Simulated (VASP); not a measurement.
# Mo (Fm-3m) in VASP: a series of runs

The runs below take Mo through single point, with r2SCAN0, r2SCAN.

Everything below comes from runs of VASP 6.6.1. Logs are shortened: lines on timing, memory, paths and dates and some standing lists are left out, and cuts for length are marked.

### 1 The cell of the first run

Symmetry: Fm-3m, No. 225, cubic system. Conventional cell: a = 3.988 Å, b = 3.988 Å, c = 3.988 Å, α = 90.00°, β = 90.00°, γ = 90.00°. Mo (site symmetry m-3m) has 12 Mo at 2.82 Å within 3.7 Å.

### 2 Single point, r2SCAN0

Input file POSCAR:

```
Mo
1.0
    0.0000000000      1.9941712281      1.9941712281
    1.9941712281      0.0000000000      1.9941712281
    1.9941712281      1.9941712281      0.0000000000
Mo
1
Direct
    0.0000000000      0.0000000000      0.0000000000
```

Input file INCAR.step1:

```
PREC     = Accurate       # precision mode
ENCUT    = 520            # plane-wave cutoff, eV
EDIFF    = 1E-5           # SCF threshold, eV
ISMEAR   = -1             # smearing method
SIGMA    = 0.1            # smearing width, eV
LREAL    = False          # projectors in reciprocal space
LASPH    = True           # aspherical terms in the spheres
NELM     = 100            # most SCF steps
ALGO     = Normal         # electronic algorithm
ISIF     = 2              # what is computed and relaxed
LWAVE    = True           # write WAVECAR
LCHARG   = False          # write CHGCAR
NBANDS   = 13             # bands
GGA      = PE             # functional
```

Input file INCAR.step2:

```
PREC     = Accurate       # precision mode
ENCUT    = 520            # plane-wave cutoff, eV
EDIFF    = 1E-7           # SCF threshold, eV
ISMEAR   = -1             # smearing method
SIGMA    = 0.1            # smearing width, eV
LREAL    = False          # projectors in reciprocal space
LASPH    = True           # aspherical terms in the spheres
NELM     = 100            # most SCF steps
ALGO     = Normal         # electronic algorithm
ISIF     = 2              # what is computed and relaxed
LWAVE    = False          # write WAVECAR
LCHARG   = False          # write CHGCAR
METAGGA  = R2SCAN         # meta-GGA
LHFCALC  = True           # exact exchange
AEXX     = 0.25           # exact-exchange fraction
LMIXTAU  = True         
PRECFOCK = Normal       
NBANDS   = 13             # bands
ISTART   = 1
```

Input file KPOINTS:

```
Automatic mesh
0
Gamma
  7 7 7
```

Potentials or basis: VASP PAW PBE potentials, release 64 (Mo_sv).

Started as:

```
> cat potpaw_PBE.64/Mo_sv/POTCAR > POTCAR
> cp INCAR.step1 INCAR
> mpirun -np 1 vasp_std > vasp.out
> cp INCAR.step2 INCAR
> mpirun -np 1 vasp_std > vasp.out
```

OUTCAR:

```text
PREC = Accurate
   ENCUT = 520
   EDIFF = 1E-7
   ISMEAR = -1
   LREAL = False
   LASPH = True
   NELM = 100
   ISIF = 2
   METAGGA = R2SCAN
   LHFCALC = True
   AEXX = 0.25
   PRECFOCK = Normal
   ISTART = 1

 ion  position               nearest neighbor table
   1  0.000  0.000  0.000-

  LATTYP: Found a face centered cubic cell.
 ALAT       =     3.9883424562

  Lattice vectors:

 A1 = (   0.0000000000,   1.9941712281,   1.9941712281)
 A2 = (   1.9941712281,   0.0000000000,   1.9941712281)
 A3 = (   1.9941712281,   1.9941712281,   0.0000000000)

Analysis of symmetry for initial positions (statically):
=====================================================================
 Subroutine PRICEL returns:
 Original cell was already a primitive cell.

 Routine SETGRP: Setting up the symmetry group for a
 face centered cubic supercell.

 Subroutine GETGRP returns: Found 48 space group operations
 (whereof 48 operations were pure point group operations)
 out of a pool of 48 trial point group operations.

The static configuration has the point symmetry O_h .

Analysis of symmetry for dynamics (positions and initial velocities):
=====================================================================
 Subroutine PRICEL returns:
 Original cell was already a primitive cell.

 Routine SETGRP: Setting up the symmetry group for a
 face centered cubic supercell.

 Subroutine GETGRP returns: Found 48 space group operations
 (whereof 48 operations were pure point group operations)
 out of a pool of 48 trial point group operations.

The dynamic configuration has the point symmetry O_h .

 Subroutine INISYM returns: Found 48 space group operations
 (whereof 48 operations are pure point group operations),
 and found     1 'primitive' translations

----------------------------------------------------------------------------------------

                                     Primitive cell

  volume of cell :      15.8605

  direct lattice vectors                    reciprocal lattice vectors
     0.000000000  1.994171228  1.994171228    -0.250730726  0.250730726  0.250730726
     1.994171228  0.000000000  1.994171228     0.250730726 -0.250730726  0.250730726
     1.994171228  1.994171228  0.000000000     0.250730726  0.250730726 -0.250730726

  length of vectors
     2.820183996  2.820183996  2.820183996     0.434278357  0.434278357  0.434278357

  position of ions in fractional coordinates (direct lattice)
     0.000000000  0.000000000  0.000000000

  ion indices of the primitive-cell ions
   primitive index   ion index
                 1           1

----------------------------------------------------------------------------------------

 KPOINTS: Automatic mesh

Automatic generation of k-mesh.
 Grid dimensions read from file:
 generate k-points for:    7    7    7

 Generating k-lattice:

  Cartesian coordinates                     Fractional coordinates (reciprocal lattice)
    -0.035818675  0.035818675  0.035818675     0.142857143  0.000000000  0.000000000
     0.035818675 -0.035818675  0.035818675     0.000000000  0.142857143  0.000000000
     0.035818675  0.035818675 -0.035818675     0.000000000  0.000000000  0.142857143

  Length of vectors
     0.062039765  0.062039765  0.062039765

  Shift w.r.t. Gamma in fractional coordinates (k-lattice)
     0.000000000  0.000000000  0.000000000

 Subroutine IBZKPT returns following result:
 ===========================================

 Found     20 irreducible k-points:

 Following reciprocal coordinates:
            Coordinates               Weight
  0.000000  0.000000  0.000000      1.000000
  0.142857  0.000000  0.000000      8.000000
  0.285714  0.000000  0.000000      8.000000
  0.428571  0.000000  0.000000      8.000000
  0.142857  0.142857  0.000000      6.000000
  0.285714  0.142857  0.000000     24.000000
[... 12 lines left out ...]
 -0.428571  0.428571  0.142857     24.000000
 -0.285714  0.428571  0.142857     24.000000
   k-points           NKPTS =     20   k-points in BZ     NKDIM =    343   number of bands    NBANDS=     13
   number of dos      NEDOS =    301   number of ions     NIONS =      1
   total plane-waves  NPLWV =  13824
   dimension x,y,z NGX =    24 NGY =   24 NGZ =   24
   dimension x,y,z NGXF=    48 NGYF=   48 NGZF=   48
   ions per type =               1
   NGX,Y,Z   is equivalent  to a cutoff of  14.15, 14.15, 14.15 a.u.
   NGXF,Y,Z  is equivalent  to a cutoff of  28.30, 28.30, 28.30 a.u.
 SYSTEM =  unknown system
   PREC   = accura    normal or accurate (medium, high low for compatibility)
   ISTART =      1    job   : 0-new  1-cont  2-samecut
   ICHARG =      0    charge: 1-file 2-atom 10-const
   ISPIN  =      1    spin polarized calculation?
   LNONCOLLINEAR =      F non collinear calculations
   LSORBIT =      F    spin-orbit coupling
   LASPH  =      T    aspherical Exc in radial PAW
   ENCUT  =  520.0 eV  38.22 Ry    6.18 a.u.   5.24  5.24  5.24*2*pi/ulx,y,z
   NELM   =    100;   NELMIN=  2; NELMDL=  0     # of ELM steps
   EDIFF  = 0.1E-06   stopping-criterion for ELM
   LREAL  =      F    real-space projection
   EDIFFG = 0.1E-05   stopping-criterion for IOM
   NSW    =      0    number of steps for IOM
   IBRION =     -1    ionic relax: 0-MD 1-quasi-New 2-CG
   NFREE  =      0    steps in history (QN), initial steepest desc. (CG)
   ISIF   =      2    stress and relaxation
   ISYM   =      3    0-nonsym 1-usesym 2-fastsym
   POTIM  = 0.5000    time-step for ionic-motion
   TEBEG  =    0.0;   TEEND  =   0.0 temperature during run
   PSTRESS=    0.0 pullay stress
   NELECT =      14.0000    total number of electrons
   NUPDOWN=      -1.0000    fix difference up-down
   EMIN   =  10.00;   EMAX   =-10.00  energy-range for DOS
   EFERMI =   0.00;   METHOD = LEGACY
   ISMEAR =    -1;   SIGMA  =   0.10  broadening in eV -4-tet -1-fermi 0-gaus
   EFERMI_NEDOS =   21; number of points for ismear=-14 and -15
   IALGO  =     38    algorithm
   IMIX   =      1    mixing-type and parameters
     AMIX     =   0.40;   BMIX     =  1.00
     AMIX_MAG =   1.60;   BMIX_MAG =  1.00
  volume/ion in A,a.u.               =      15.86       107.03
  Fermi-wavevector in a.u.,A,eV,Ry     =   1.570405  2.967636 33.554315  2.466173
  Thomas-Fermi vector in A             =   2.672143
   LORBIT       =      0    0 simple, 1 ext, 2 COOP (PROOUT), +10 PAW based schemes
   METAGGA = R2SCAN    functional components
   LHFCALC =     T    Hartree Fock is set to
   PRECFOCK=normal    Normal, Fast or Accurate (Low or Medium for compatibility)
   ENCUT4O =  -1.0   cutoff for four orbital integrals eV
   NKREDX  =     1    reduce k-point grid by
   NKREDY  =     1    reduce k-point grid by
   NKREDZ  =     1    reduce k-point grid by
   AEXX    =    0.2500 exact exchange contribution
   HFSCREEN=    0.0000 screening length (either q_TF or 0.3 A-1)
   HFSCREENC=   0.0000 screening length for correlation (either q_TF or 0.3 A-1)
   ENCUTFOCK=  -1.0 apply spherical cutoff to Coloumb kernel
   IVDW    =     0    specifies the selected vdW correction
   LEPSILON=     F    determine dielectric tensor
   LRPA    =     F    only Hartree local field effects (RPA)
 non-spin polarized calculation
  energy-cutoff  :      520.00
  volume of cell :       15.86
 maximum number of plane-waves:       436
 NGX is ok and might be reduce to    24
  NGX = 16; NGY = 16; NGZ = 16

 number of electron      14.0000000 magnetization

 Free energy of the ion-electron system (eV)
  ---------------------------------------------------
  ext. energy  EPLUGINS =         0.00000000
  ---------------------------------------------------
  free energy    TOTEN  =       -24.88227141 eV

  energy without entropy =      -24.87336985  energy(sigma->0) =      -24.87782063

 E-fermi :  11.7928     XC(G=0): -11.2716

 val. band max:       11.3756207229   @ k =  -0.4286   0.1429   0.0000
 cond. band min:      12.1142438625   @ k =   0.4286   0.2857   0.0000
 fundamental gap:      0.7386231396
 Fermi energy:        11.7928211245

 k-point     1 :       0.0000    0.0000    0.0000
  band No.  band energies     occupation
      1     -54.8587      2.00000
      2     -26.0803      2.00000
      3     -26.0803      2.00000
      4     -26.0803      2.00000
      5       3.1851      2.00000
      6      10.3863      2.00000
      7      10.3863      2.00000
      8      10.3863      2.00000
      9      15.0584      0.00000
     10      15.0584      0.00000
     11      26.3762      0.00000
     12      32.3554      0.00000
     13      32.3554      0.00000

 k-point     2 :       0.1429    0.0000    0.0000
  band No.  band energies     occupation
      1     -54.8062      2.00000
      2     -26.4046      2.00000
      3     -26.1192      2.00000
      4     -26.1192      2.00000
      5       4.1063      2.00000
      6       9.8087      2.00000
      7      10.8718      1.99980
      8      10.8718      1.99980
      9      14.7528      0.00000
     10      14.7528      0.00000
     11      27.9383      0.00000
     12      29.7987      0.00000
     13      33.9387      0.00000

 k-point     3 :       0.2857    0.0000    0.0000
  band No.  band energies     occupation
      1     -54.6866      2.00000
      2     -27.1004      2.00000
      3     -26.2044      2.00000
      4     -26.2044      2.00000
      5       5.6297      2.00000
      6       9.8679      2.00000
      7      11.0980      1.99808
      8      11.0980      1.99808
      9      15.2773      0.00000
     10      15.2773      0.00000
     11      26.4791      0.00000
     12      30.2249      0.00000
     13      37.8164      0.00000
[... 241 lines left out ...]
 k-point    19 :      -0.4286    0.4286    0.1429
  band No.  band energies     occupation
      1     -54.4970      2.00000
      2     -27.3943      2.00000
      3     -26.7940      2.00000
      4     -26.6142      2.00000
      5       6.6335      2.00000
      6       7.0892      2.00000
      7      11.3553      1.97513
      8      15.5482      0.00000
      9      17.0246      0.00000
     10      20.7864      0.00000
     11      26.2022      0.00000
     12      26.5768      0.00000
     13      29.1624      0.00000

 k-point    20 :      -0.2857    0.4286    0.1429
  band No.  band energies     occupation
      1     -54.4884      2.00000
      2     -27.1921      2.00000
      3     -27.0964      2.00000
      4     -26.5893      2.00000
      5       7.2949      2.00000
      6       8.2156      2.00000
      7       9.7842      2.00000
      8      14.3197      0.00000
      9      17.0250      0.00000
     10      23.0110      0.00000
     11      24.3783      0.00000
     12      26.9538      0.00000
     13      29.1688      0.00000

------------------------ aborting loop because EDIFF is reached ----------------------------------------

  FORCE on cell =-STRESS in cart. coord.  units (eV):
  Direction    XX          YY          ZZ          XY          YZ          ZX
  --------------------------------------------------------------------------------------
  -------------------------------------------------------------------------------------
  Total       -0.2883616     -0.2883616     -0.2883616      0.0000000     -0.0000000      0.0000000
  in kB      -29.1293399    -29.1293399    -29.1293399      0.0000000     -0.0000000      0.0000000
  external PRESSURE =     -29.1293399 kB  Pullay stress =       0.0000000 kB

 VOLUME and BASIS-vectors are now :
 -----------------------------------------------------------------------------
  energy-cutoff  :      520.00
  volume of cell :       15.86
      direct lattice vectors                 reciprocal lattice vectors
     0.000000000  1.994171228  1.994171228    -0.250730726  0.250730726  0.250730726
     1.994171228  0.000000000  1.994171228     0.250730726 -0.250730726  0.250730726
     1.994171228  1.994171228  0.000000000     0.250730726  0.250730726 -0.250730726

 POSITION                                       TOTAL-FORCE (eV/Angst)
 -----------------------------------------------------------------------------------
      0.00000      0.00000      0.00000         0.000000      0.000000      0.000000
 -----------------------------------------------------------------------------------
    total drift:                                0.000000      0.000000     -0.000000

  FREE ENERGIE OF THE ION-ELECTRON SYSTEM (eV)
  ---------------------------------------------------
  free  energy   TOTEN  =       -24.8822714119 eV

  energy  without entropy=      -24.8733698475  energy(sigma->0) =      -24.87782063
```

Run time: 21 min. Hardware: 1 thread of Intel Xeon Platinum 8488C (Sapphire Rapids), shared host; peak memory 0.16 GiB.

Results:

| Property | Result |
| --- | --- |
| Free energy | -24.8823 eV |
| Pressure | -2.9 GPa |
| Band gap on the k mesh | zero (band 7 reaches 15.66 eV, above the bottom of band 8 at 10.39 eV) |

Caveat: the k points lie up to 0.39 Å⁻¹ apart; the PAW data sets were made with another functional, which shifts forces and pressure a little.

### 3 Single point, r2SCAN (volume scaled by 0.88)

Input file POSCAR:

```
Mo
1.0
    0.0000000000      1.9109823240      1.9109823240
    1.9109823240      0.0000000000      1.9109823240
    1.9109823240      1.9109823240      0.0000000000
Mo
1
Direct
    0.0000000000      0.0000000000      0.0000000000
```

Input file INCAR.step1:

```
PREC = Accurate
ENCUT = 520
ISMEAR = -1
SIGMA = 0.1
LREAL = False
LASPH = True
NELM = 100
NBANDS = 13
GGA = PE
ALGO = Normal
EDIFF = 1E-4
LWAVE = True
LCHARG = False
```

Input file INCAR.step2:

```
PREC = Accurate
ENCUT = 520
EDIFF = 1E-6
ISMEAR = -1
SIGMA = 0.1
LREAL = False
LASPH = True
NELM = 100
ALGO = Normal
ISIF = 2
LWAVE = False
LCHARG = True
METAGGA = R2SCAN
LMIXTAU = True
LELF = True
LVHAR = True
NBANDS = 13
ISTART = 1
```

Input file KPOINTS:

```
regular mesh
0
Gamma
  15 15 15
```

Potentials or basis: VASP PAW PBE potentials, release 64 (Mo_sv).

Started as:

```
> cat potpaw_PBE.64/Mo_sv/POTCAR > POTCAR
> cp INCAR.step1 INCAR
> mpirun -np 1 vasp_std > vasp.out
> cp INCAR.step2 INCAR
> mpirun -np 1 vasp_std > vasp.out
```

It took 32 s on 1 thread of Intel Xeon 6975P-C (Granite Rapids), shared host; peak memory 0.14 GiB.

The run converged. Its results:

```yaml
Free_energy: -25.3753 eV
Pressure: 43.1 GPa
Band_gap_on_the_k_mesh: zero (band 7 reaches 18.97 eV, above the bottom of band 8 at 13.00 eV)
```

Levels at points of the mesh, in eV from the Fermi level:
| k point | band 5 | band 6 | band 7 | band 8 | band 9 | band 10 |
| --- | --- | --- | --- | --- | --- | --- |
| (0.00, 0.00, 0.00) | -7.47 | -1.01 | -1.01 | -1.01 | 2.51 | 2.51 |

Caveat: the PAW data sets were made with another functional, which shifts forces and pressure a little.

### 4 Single point, r2SCAN (volume scaled by 0.92)

Input file POSCAR:

```
Mo
1.0
    0.0000000000      1.9395086539      1.9395086539
    1.9395086539      0.0000000000      1.9395086539
    1.9395086539      1.9395086539      0.0000000000
Mo
1
Direct
    0.0000000000      0.0000000000      0.0000000000
```

Input file INCAR.step1:

```
SYSTEM = Mo
PREC = Accurate ; ENCUT = 520
ISMEAR = -1 ; SIGMA = 0.1
LREAL = .FALSE. ; LASPH = .TRUE.
NELM = 60 ; NBANDS = 13
GGA = PE ; ALGO = Normal
EDIFF = 1E-4 ; LWAVE = .TRUE.
LCHARG = .FALSE.
```

Input file INCAR.step2:

```
SYSTEM = Mo
PREC = Accurate ; ENCUT = 520
EDIFF = 1E-7 ; ISMEAR = -1
SIGMA = 0.1 ; LREAL = .FALSE.
LASPH = .TRUE. ; NELM = 60
ALGO = Normal ; ISIF = 2
LWAVE = .FALSE. ; LCHARG = .FALSE.
METAGGA = R2SCAN ; LMIXTAU = .TRUE.
NBANDS = 13 ; ISTART = 1
```

Input file KPOINTS:

```
Automatic mesh
0
G
  15 15 15
  0 0 0
```

Started as:

```
> cat potpaw_PBE.64/Mo_sv/POTCAR > POTCAR
> cp INCAR.step1 INCAR
> mpirun -np 1 vasp_std > vasp.out
> cp INCAR.step2 INCAR
> mpirun -np 1 vasp_std > vasp.out
```

Wall time 37 s (1 thread of Intel Xeon 6975P-C (Granite Rapids), shared host); peak memory 0.14 GiB.

Results (log left out):

```
Free energy            : -25.5121 eV
Pressure               : 26.4 GPa
Band gap on the k mesh : zero (band 7 reaches 17.84 eV, above the bottom of band 8 at 12.33 eV)
```

Levels at points of the mesh, in eV from the Fermi level:
```
           k point  band 4  band 5  band 6  band 7  band 8  band 9  band 10  band 11
(0.00, 0.00, 0.00)  -34.95   -7.38   -0.91   -0.91   -0.91    2.40     2.40    13.60
```

Caveat: the PAW data sets were made with another functional, which shifts forces and pressure a little.

### 5 Single point, r2SCAN (volume scaled by 0.96)

Input file POSCAR:

```
Mo
1.0
    0.0000000000      1.9672196643      1.9672196643
    1.9672196643      0.0000000000      1.9672196643
    1.9672196643      1.9672196643      0.0000000000
Mo
1
Direct
    0.0000000000      0.0000000000      0.0000000000
```

Input file INCAR.step1:

```
PREC = Accurate ; ENCUT = 520
ISMEAR = -1 ; SIGMA = 0.1
LREAL = F ; LASPH = T
NELM = 80 ; NBANDS = 13
GGA = PE ; ALGO = Normal
EDIFF = 1E-4 ; LWAVE = T
LCHARG = F
```

Input file INCAR.step2:

```
PREC = Accurate ; ENCUT = 520
EDIFF = 1E-6 ; ISMEAR = -1
SIGMA = 0.1 ; LREAL = F
LASPH = T ; NELM = 80
ALGO = Normal ; ISIF = 2
LWAVE = F ; LCHARG = F
METAGGA = R2SCAN ; LMIXTAU = T
NBANDS = 13 ; ISTART = 1
```

Input file KPOINTS:

```
Automatic mesh
0
Gamma
  15 15 15
```

Started as:

```
> cat potpaw_PBE.64/Mo_sv/POTCAR > POTCAR
> cp INCAR.step1 INCAR
> mpirun -np 1 vasp_std > vasp.out
> cp INCAR.step2 INCAR
> mpirun -np 1 vasp_std > vasp.out
```

It took 35 s on 1 thread of Intel Xeon 6975P-C (Granite Rapids), shared host; peak memory 0.15 GiB.

The run converged. Its results:

| Property | Result |
| --- | --- |
| Free energy | -25.5886 eV |
| Pressure | 12.6 GPa |
| Band gap on the k mesh | zero (band 7 reaches 16.82 eV, above the bottom of band 8 at 11.71 eV) |

Levels at points of the mesh, in eV from the Fermi level:
| k point | band 4 | band 5 | band 6 | band 7 | band 8 | band 9 | band 10 | band 11 |
| --- | --- | --- | --- | --- | --- | --- | --- | --- |
| (0.00, 0.00, 0.00) | -35.07 | -7.29 | -0.84 | -0.84 | -0.84 | 2.30 | 2.30 | 13.60 |

Caveat: the PAW data sets were made with another functional, which shifts forces and pressure a little.

### 6 The runs side by side

```tsv
level	cell	k mesh	grid for exact exchange (PRECFOCK)	gap on the mesh (eV)	pressure (GPa)
r2SCAN0	a = 2.820 Å, angles 60.0°, 1 atom	7 × 7 × 7	Normal	none	-2.9
r2SCAN	a = 2.703 Å, angles 60.0°, 1 atom	15 × 15 × 15	-	none	43.1
r2SCAN	a = 2.743 Å, angles 60.0°, 1 atom	15 × 15 × 15	-	none	26.4
r2SCAN	a = 2.782 Å, angles 60.0°, 1 atom	15 × 15 × 15	-	none	12.6
```

Alike in all rows: task single point; potentials or basis VASP PAW PBE potentials, release 64 (Mo_sv); no spin polarisation; cutoff (eV) 520; smearing fermi-dirac 0.1 eV.

Caveats: some runs use coarse meshes; the PAW data sets were made with another functional, which shifts forces and pressure a little.

Absolute energies hang on the potentials; compare differences alone.
